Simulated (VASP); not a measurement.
# Sr3O2 (Pm-3m) in VASP: a series of runs

Runs on Sr3O2. Level: PBE. Tasks: single point, relaxation of cell and atoms.

Program: VASP 6.6.1. These are calculated values, not measurements. Logs are shortened: lines on timing, memory, paths and dates and some standing lists are left out, and cuts for length are marked.

## (1) The cell of the first run

Symmetry: Pm-3m, No. 221, cubic system. The conventional cell has a = 5.033 Å, b = 5.033 Å, c = 5.033 Å, α = 90.00°, β = 90.00°, γ = 90.00°. Within 3.3 Å of Sr (site symmetry 4/mmm) lie 2 O at 2.52 Å. O (site symmetry m-3m) has 6 Sr at 2.52 Å within 3.3 Å. Within 4.7 Å of O (site symmetry m-3m) lie 12 Sr at 3.56 Å and 8 O at 4.36 Å.

## (2) Single point, PBE

INCAR

```
  PREC = Accurate
  ENCUT = 520
  EDIFF = 1E-7
  ISMEAR = 0
  SIGMA = 0.1
  LREAL = False
  LASPH = True
  NELM = 100
  ALGO = Normal
  ISIF = 2
  LWAVE = False
  LCHARG = False
  GGA = PE
  NBANDS = 29
```

KPOINTS

```
regular mesh
0
Gamma
  8 8 8
```

POSCAR

```
Sr3O2
1.0
    5.0333409340      0.0000000000      0.0000000000
    0.0000000000      5.0333409340      0.0000000000
    0.0000000000      0.0000000000      5.0333409340
Sr O
3 2
Direct
    0.0000000000      0.5000000000      0.5000000000
    0.5000000000      0.0000000000      0.5000000000
    0.5000000000      0.5000000000      0.0000000000
    0.5000000000      0.5000000000      0.5000000000
    0.0000000000      0.0000000000      0.0000000000
```

Potentials or basis: VASP PAW PBE potentials, release 64 (Sr_sv, O).

Launch:

```console
$ cat potpaw_PBE.64/Sr_sv/POTCAR potpaw_PBE.64/O/POTCAR > POTCAR
$ mpirun -np 1 vasp_std > vasp.out
```

OUTCAR:

```text
PREC = Accurate
   ENCUT = 520
   EDIFF = 1E-7
   ISMEAR = 0
   LREAL = False
   LASPH = True
   NELM = 100
   ISIF = 2
   GGA = PE

 ion  position               nearest neighbor table
   1  0.000  0.500  0.500-   4 2.52   4 2.52   2 3.56   3 3.56   2 3.56   2 3.56   3 3.56   3 3.56
                             3 3.56   2 3.56
   2  0.500  0.000  0.500-   4 2.52   4 2.52   1 3.56   3 3.56   1 3.56   3 3.56   3 3.56   3 3.56
                             1 3.56   1 3.56
   3  0.500  0.500  0.000-   4 2.52   4 2.52   1 3.56   1 3.56   2 3.56   2 3.56   2 3.56   2 3.56
                             1 3.56   1 3.56
   4  0.500  0.500  0.500-   1 2.52   2 2.52   3 2.52   3 2.52   2 2.52   1 2.52
   5  0.000  0.000  0.000-

  LATTYP: Found a simple cubic cell.
 ALAT       =     5.0333409340

  Lattice vectors:

 A1 = (   5.0333409340,   0.0000000000,   0.0000000000)
 A2 = (   0.0000000000,   5.0333409340,   0.0000000000)
 A3 = (   0.0000000000,   0.0000000000,   5.0333409340)

Analysis of symmetry for initial positions (statically):
=====================================================================
 Subroutine PRICEL returns:
 Original cell was already a primitive cell.

 Routine SETGRP: Setting up the symmetry group for a
 simple cubic supercell.

 Subroutine GETGRP returns: Found 48 space group operations
 (whereof 48 operations were pure point group operations)
 out of a pool of 48 trial point group operations.

The static configuration has the point symmetry O_h .

Analysis of symmetry for dynamics (positions and initial velocities):
=====================================================================
 Subroutine PRICEL returns:
 Original cell was already a primitive cell.

 Routine SETGRP: Setting up the symmetry group for a
 simple cubic supercell.

 Subroutine GETGRP returns: Found 48 space group operations
 (whereof 48 operations were pure point group operations)
 out of a pool of 48 trial point group operations.

The dynamic configuration has the point symmetry O_h .

 Subroutine INISYM returns: Found 48 space group operations
 (whereof 48 operations are pure point group operations),
 and found     1 'primitive' translations

----------------------------------------------------------------------------------------

                                     Primitive cell

  volume of cell :     127.5173

  direct lattice vectors                    reciprocal lattice vectors
     5.033340934  0.000000000  0.000000000     0.198675197  0.000000000  0.000000000
     0.000000000  5.033340934  0.000000000     0.000000000  0.198675197  0.000000000
     0.000000000  0.000000000  5.033340934     0.000000000  0.000000000  0.198675197

  length of vectors
     5.033340934  5.033340934  5.033340934     0.198675197  0.198675197  0.198675197

  position of ions in fractional coordinates (direct lattice)
     0.000000000  0.500000000  0.500000000
     0.500000000  0.000000000  0.500000000
     0.500000000  0.500000000  0.000000000
     0.500000000  0.500000000  0.500000000
     0.000000000  0.000000000  0.000000000

  ion indices of the primitive-cell ions
   primitive index   ion index
                 1           1
                 2           2
                 3           3
                 4           4
                 5           5

----------------------------------------------------------------------------------------

 KPOINTS: regular mesh

Automatic generation of k-mesh.
 Grid dimensions read from file:
 generate k-points for:    8    8    8

 Generating k-lattice:

  Cartesian coordinates                     Fractional coordinates (reciprocal lattice)
     0.024834400  0.000000000  0.000000000     0.125000000  0.000000000  0.000000000
     0.000000000  0.024834400  0.000000000     0.000000000  0.125000000  0.000000000
     0.000000000  0.000000000  0.024834400     0.000000000  0.000000000  0.125000000

  Length of vectors
     0.024834400  0.024834400  0.024834400

  Shift w.r.t. Gamma in fractional coordinates (k-lattice)
     0.000000000  0.000000000  0.000000000

 Subroutine IBZKPT returns following result:
 ===========================================

 Found     35 irreducible k-points:

 Following reciprocal coordinates:
            Coordinates               Weight
  0.000000  0.000000  0.000000      1.000000
  0.125000  0.000000  0.000000      6.000000
  0.250000  0.000000  0.000000      6.000000
  0.375000  0.000000  0.000000      6.000000
  0.500000  0.000000  0.000000      3.000000
  0.125000  0.125000  0.000000     12.000000
[... 16 lines left out ...]
  0.375000  0.375000  0.125000     24.000000
  0.500000  0.375000  0.125000     24.000000
 [... further k-points ...]
   k-points           NKPTS =     35   k-points in BZ     NKDIM =     35   number of bands    NBANDS=     29
   number of dos      NEDOS =    301   number of ions     NIONS =      5
   total plane-waves  NPLWV =  64000
   dimension x,y,z NGX =    40 NGY =   40 NGZ =   40
[... 36 lines left out ...]
  Fermi-wavevector in a.u.,A,eV,Ry     =   1.130581  2.136488 17.391141  1.278213
  Thomas-Fermi vector in A             =   2.267278
   LORBIT       =      0    0 simple, 1 ext, 2 COOP (PROOUT), +10 PAW based schemes
   GGA     = PE    functional components
   LHFCALC =     F    Hartree Fock is set to
   AEXX    =    0.0000 exact exchange contribution
   IVDW    =     0    specifies the selected vdW correction
   LEPSILON=     F    determine dielectric tensor
   LRPA    =     F    only Hartree local field effects (RPA)
 non-spin polarized calculation
 Gauss-broadening in eV      SIGMA  =   0.10
  energy-cutoff  :      520.00
  volume of cell :      127.52
 maximum number of plane-waves:      3468
 NGX is ok and might be reduce to    40
   NGX = 19   NGY = 19   NGZ = 19

 number of electron      42.0000006 magnetization

 Free energy of the ion-electron system (eV)
  ---------------------------------------------------
  ext. energy  EPLUGINS =         0.00000000
  ---------------------------------------------------
  free energy    TOTEN  =       -20.51679349 eV

  energy without entropy =      -20.48776213  energy(sigma->0) =      -20.50227781

 E-fermi :   3.6689     XC(G=0):  -8.7981

 val. band max:        3.6655707227   @ k =   0.3750   0.3750   0.2500
 cond. band min:       3.6733963273   @ k =   0.5000   0.5000   0.3750
 fundamental gap:      0.0078256046
 Fermi energy:         3.6689485619

 k-point     1 :       0.0000    0.0000    0.0000
  band No.  band energies     occupation
      1     -33.3861      2.00000
      2     -33.2323      2.00000
      3     -33.2323      2.00000
      4     -16.0218      2.00000
      5     -15.7824      2.00000
      6     -15.7824      2.00000
[... 21 lines left out ...]
     28       7.3099      0.00000
     29       7.3099      0.00000

 k-point     2 :       0.1250    0.0000    0.0000
  band No.  band energies     occupation
      1     -33.3808      2.00000
      2     -33.2373      2.00000
      3     -33.2322      2.00000
      4     -16.2893      2.00000
      5     -15.7672      2.00000
      6     -15.7672      2.00000
[... 21 lines left out ...]
     28       7.1532      0.00000
     29       7.3169      0.00000

 k-point     3 :       0.2500    0.0000    0.0000
  band No.  band energies     occupation
      1     -33.3663      2.00000
      2     -33.2513      2.00000
      3     -33.2321      2.00000
      4     -16.5943      2.00000
      5     -15.7265      2.00000
      6     -15.7265      2.00000
[... 21 lines left out ...]
     28       6.7915      0.00000
     29       7.2466      0.00000

 k-point     4 :       0.3750    0.0000    0.0000
  band No.  band energies     occupation
      1     -33.3469      2.00000
      2     -33.2702      2.00000
      3     -33.2319      2.00000
      4     -16.7963      2.00000
      5     -15.6771      2.00000
      6     -15.6771      2.00000
[... 597 lines left out ...]
     28       5.5833      0.00000
     29       6.0390      0.00000

 k-point    23 :       0.3750    0.3750    0.1250
  band No.  band energies     occupation
      1     -33.3121      2.00000
      2     -33.2741      2.00000
      3     -33.2601      2.00000
      4     -17.3402      2.00000
      5     -15.6257      2.00000
      6     -15.5115      2.00000
[... 21 lines left out ...]
     28       5.7114      0.00000
     29       5.9793      0.00000

 k-point    24 :       0.5000    0.3750    0.1250
  band No.  band energies     occupation
      1     -33.3006      2.00000
      2     -33.2813      2.00000
      3     -33.2640      2.00000
      4     -17.3964      2.00000
      5     -15.6453      2.00000
      6     -15.4867      2.00000
[... 21 lines left out ...]
     28       5.5487      0.00000
     29       5.9935      0.00000

 [... further k-points ...]

------------------------ aborting loop because EDIFF is reached ----------------------------------------

  FORCE on cell =-STRESS in cart. coord.  units (eV):
  Direction    XX          YY          ZZ          XY          YZ          ZX
  --------------------------------------------------------------------------------------
  -------------------------------------------------------------------------------------
  Total        0.1323974      0.1323974      0.1323974      0.0000000      0.0000000      0.0000000
  in kB        1.6634932      1.6634932      1.6634932      0.0000000      0.0000000      0.0000000
  external PRESSURE =       1.6634932 kB  Pullay stress =       0.0000000 kB

 VOLUME and BASIS-vectors are now :
 -----------------------------------------------------------------------------
  energy-cutoff  :      520.00
  volume of cell :      127.52
      direct lattice vectors                 reciprocal lattice vectors
     5.033340934  0.000000000  0.000000000     0.198675197  0.000000000  0.000000000
     0.000000000  5.033340934  0.000000000     0.000000000  0.198675197  0.000000000
     0.000000000  0.000000000  5.033340934     0.000000000  0.000000000  0.198675197

 POSITION                                       TOTAL-FORCE (eV/Angst)
 -----------------------------------------------------------------------------------
      0.00000      2.51667      2.51667         0.000000      0.000000      0.000000
      2.51667      0.00000      2.51667         0.000000      0.000000      0.000000
      2.51667      2.51667      0.00000         0.000000      0.000000      0.000000
      2.51667      2.51667      2.51667         0.000000      0.000000      0.000000
      0.00000      0.00000      0.00000         0.000000      0.000000      0.000000
 -----------------------------------------------------------------------------------
    total drift:                                0.000000      0.000000     -0.000000

  FREE ENERGIE OF THE ION-ELECTRON SYSTEM (eV)
  ---------------------------------------------------
  free  energy   TOTEN  =       -20.5167934872 eV

  energy  without entropy=      -20.4877621274  energy(sigma->0) =      -20.50227781
```

Wall time 2.1 min (1 thread of Intel Xeon Platinum 8259CL at 2.50GHz (Skylake/Cascade Lake), shared host); peak memory 0.3 GiB.

What came out:

| Item | Value |
| --- | --- |
| Free energy | -20.5168 eV |
| Pressure | 0.2 GPa |
| Band gap on the k mesh | zero (band 21 reaches 4.49 eV, above the bottom of band 22 at 3.09 eV) |

## (3) Relaxation of cell and atoms, PBE

This run uses another cell than the first one, of 25.41 Å³/atom, 0.996 times its volume.

INCAR

```
  PREC = Accurate
  ENCUT = 600
  EDIFF = 1E-6
  ISMEAR = 0
  SIGMA = 0.1
  LREAL = False
  LASPH = True
  NELM = 100
  ALGO = Normal
  ISIF = 3
  LWAVE = False
  LCHARG = False
  GGA = PE
  IBRION = 2
  NSW = 100
  EDIFFG = -0.01
```

KPOINTS is that of step 2.

Changes to POSCAR since step 2:

```diff
@@ -2,5 +2,5 @@
 1.0
-    5.0333409340      0.0000000000      0.0000000000
-    0.0000000000      5.0333409340      0.0000000000
-    0.0000000000      0.0000000000      5.0333409340
+    5.0270689933      0.0000000000      0.0000000000
+    0.0000000000      5.0270689933      0.0000000000
+    0.0000000000      0.0000000000      5.0270689933
 Sr O
```

Potentials or basis: VASP PAW PBE potentials, release 64 (Sr_sv, O).

Launch:

```console
$ cat potpaw_PBE.64/Sr_sv/POTCAR potpaw_PBE.64/O/POTCAR > POTCAR
$ mpirun -np 1 vasp_std > vasp.out
```

It took 3.7 min on 1 thread of Intel Xeon Platinum 8259CL at 2.50GHz (Skylake/Cascade Lake), shared host; peak memory 0.32 GiB.

The run converged. Its results:

- Free energy: -20.5169 eV
- Relaxed volume: 25.58 Å³/atom
- Relaxed cell: a = 5.038 Å, b = 5.038 Å, c = 5.038 Å, α = 90.00°, β = 90.00°, γ = 90.00°
- Space group after relaxing (to 0.05 Å): Pm-3m (No. 221)
- Energy gained by relaxing: 0.2 meV/atom
- Ionic steps: 2
- Pressure after relaxing: 0.1 GPa

Step by step:
| step | energy change (eV) | largest force (eV/Å) | pressure (GPa) | volume (Å³) |
| --- | --- | --- | --- | --- |
| 1 | 0.0000 | 0.0000 | 0.30 | 127.04 |
| 2 | -0.0010 | 0.0000 | 0.06 | 127.91 |

Final structure:
```
Sr O
1.0
     5.03850    0.00000    0.00000
     0.00000    5.03850    0.00000
     0.00000    0.00000    5.03850
Sr O
3 2
Direct
  0.00000 0.50000 0.50000
  0.50000 0.00000 0.50000
  0.50000 0.50000 0.00000
  0.50000 0.50000 0.50000
  0.00000 0.00000 0.00000
```

Levels at points of the mesh, in eV from the Fermi level:
```csv
k point,band 19,band 20,band 21,band 22,band 23,band 24
"(0.00, 0.00, 0.00)",-2.49,-2.49,-2.49,-0.58,-0.58,-0.22
"(0.50, 0.00, 0.00)",-2.67,-2.67,-0.63,0.07,0.15,0.81
"(0.50, 0.50, 0.00)",-3.03,-2.78,0.81,1.06,1.06,1.53
"(0.50, 0.50, 0.50)",-2.72,-2.72,-0.10,0.48,0.48,0.48
```

Caveat: the bands computed are all filled at some k points, so no gap is given.

## (4) Single point, PBE

This run uses another cell than the first one, of 25.41 Å³/atom, 0.996 times its volume.

INCAR

```
SYSTEM = Sr3O2
PREC = Accurate
ENCUT = 520
EDIFF = 1E-6
ISMEAR = 0
SIGMA = 0.1
LREAL = .FALSE.
LASPH = .TRUE.
NELM = 80
ALGO = Normal
ISIF = 2
LWAVE = .FALSE.
LCHARG = .TRUE.
GGA = PE
LELF = .TRUE.
LVHAR = .TRUE.
NBANDS = 29
```

KPOINTS

```
regular mesh
0
G
  4 4 4
  0 0 0
```

POSCAR is that of step 3.

Launch:

```console
$ cat potpaw_PBE.64/Sr_sv/POTCAR potpaw_PBE.64/O/POTCAR > POTCAR
$ mpirun -np 1 vasp_std > vasp.out
```

Run time: 60 s. Hardware: 1 thread of AMD EPYC 7R13, shared host; peak memory 0.21 GiB.

It converged, with:

| Quantity | Value |
| --- | --- |
| Free energy | -20.5063 eV |
| Pressure | 0.1 GPa |
| Band gap on the k mesh | zero (band 21 reaches 4.51 eV, above the bottom of band 22 at 3.11 eV) |

Levels at points of the mesh, in eV from the Fermi level:
| k point | band 19 | band 20 | band 21 | band 22 | band 23 | band 24 |
| --- | --- | --- | --- | --- | --- | --- |
| (0.00, 0.00, 0.00) | -2.53 | -2.53 | -2.53 | -0.58 | -0.58 | -0.21 |
| (0.50, 0.00, 0.00) | -2.71 | -2.71 | -0.62 | 0.07 | 0.16 | 0.81 |
| (0.50, 0.50, 0.00) | -3.07 | -2.82 | 0.82 | 1.07 | 1.07 | 1.54 |
| (0.50, 0.50, 0.50) | -2.76 | -2.76 | -0.10 | 0.50 | 0.50 | 0.50 |

## (5) Relaxation of cell and atoms, PBE

This run uses another cell than the first one, of 15.14 Å³/atom, 0.594 times its volume.

INCAR

```
  PREC = Accurate
  ENCUT = 600
  EDIFF = 1E-6
  ISMEAR = 0
  SIGMA = 0.1
  LREAL = F
  LASPH = T
  NELM = 100
  ALGO = Normal
  ISIF = 3
  LWAVE = F
  LCHARG = F
  GGA = PE
  IBRION = 2
  NSW = 90
  EDIFFG = -0.04
```

KPOINTS

```
regular mesh
0
Gamma
  4 4 4
```

Changes to POSCAR since step 4:

```diff
@@ -2,5 +2,5 @@
 1.0
-    5.0270689933      0.0000000000      0.0000000000
-    0.0000000000      5.0270689933      0.0000000000
-    0.0000000000      0.0000000000      5.0270689933
+    4.2305399700      0.0000000000      0.0000000000
+    0.0000000000      4.2305399700      0.0000000000
+    0.0000000000      0.0000000000      4.2305399700
 Sr O
```

Launch:

```console
$ cat potpaw_PBE.64/Sr_sv/POTCAR potpaw_PBE.64/O/POTCAR > POTCAR
$ mpirun -np 1 vasp_std > vasp.out
```

Wall time 3.6 min (1 thread of AMD EPYC 7R13, shared host); peak memory 0.19 GiB.

It converged, with:

| Item | Value |
| --- | --- |
| Free energy | -20.4152 eV |
| Relaxed volume | 25.04 Å³/atom |
| Relaxed cell | a = 5.003 Å, b = 5.003 Å, c = 5.003 Å, α = 90.00°, β = 90.00°, γ = 90.00° |
| Space group after relaxing (to 0.05 Å) | Pm-3m (No. 221) |
| Energy gained by relaxing | 1135.7 meV/atom |
| Ionic steps | 4 |
| Pressure after relaxing | -0.1 GPa |

The path:
```
step  energy change (eV)  largest force (eV/Å)  pressure (GPa)  volume (Å³)
   1              0.0000                0.0000           53.89        75.72
   2             -5.2786                0.0000           -5.57       146.37
   3             -5.6726                0.0000            0.82       122.76
   4             -5.6783                0.0000           -0.06       125.22
```

Final structure:
```yaml
crystal:
  lattice:
    - [5.00291, 0.00000, 0.00000]
    - [0.00000, 5.00291, 0.00000]
    - [0.00000, 0.00000, 5.00291]
  atoms:
    - { symbol: Sr, position: [0.00000, 0.50000, 0.50000] }
    - { symbol: Sr, position: [0.50000, 0.00000, 0.50000] }
    - { symbol: Sr, position: [0.50000, 0.50000, 0.00000] }
    - { symbol: O, position: [0.50000, 0.50000, 0.50000] }
    - { symbol: O, position: [0.00000, 0.00000, 0.00000] }
```

Levels at points of the mesh, in eV from the Fermi level:
```csv
k point,band 18,band 19,band 20,band 21,band 22,band 23,band 24,band 25
"(0.00, 0.00, 0.00)",-2.58,-2.58,-2.58,-2.57,-0.61,-0.61,-0.25,-0.25
"(0.50, 0.00, 0.00)",-3.57,-2.77,-2.77,-0.61,0.07,0.13,0.80,1.41
"(0.50, 0.50, 0.00)",-3.12,-3.12,-2.88,0.84,1.09,1.09,1.53,1.65
"(0.50, 0.50, 0.50)",-2.81,-2.81,-2.81,-0.12,0.50,0.50,0.50,1.94
```

Caveat: the k points lie up to 0.31 Å⁻¹ apart in the final cell; the volume moved by over 15 % at a fixed basis, so the end points are rough; the bands computed are all filled at some k points, so no gap is given.

## (6) The runs side by side

```csv
task,cell,k mesh,cutoff (eV),gap on the mesh (eV),pressure (GPa),relaxed volume (Å³/atom)
single point,"a = 5.033 Å, 5 atoms",8 × 8 × 8,520,none,0.2,-
relaxation of cell and atoms,"relaxed from a = 5.027 Å, 5 atoms",8 × 8 × 8,600,-,0.1,25.58
single point,"a = 5.027 Å, 5 atoms",4 × 4 × 4,520,none,0.1,-
relaxation of cell and atoms,"relaxed from a = 4.231 Å, 5 atoms",4 × 4 × 4,600,-,-0.1,25.04
```

Alike in all rows: level PBE; potentials or basis VASP PAW PBE potentials, release 64 (Sr_sv, O); no spin polarisation; smearing gaussian 0.1 eV.

Caveats: some runs use coarse meshes; the bands computed are all filled at some k points, so no gap is given (some runs); the volume moved by over 15 % at a fixed basis, so the end points are rough (some runs).

Total energies depend on the potentials used, so only differences within one code and one set of settings carry meaning.
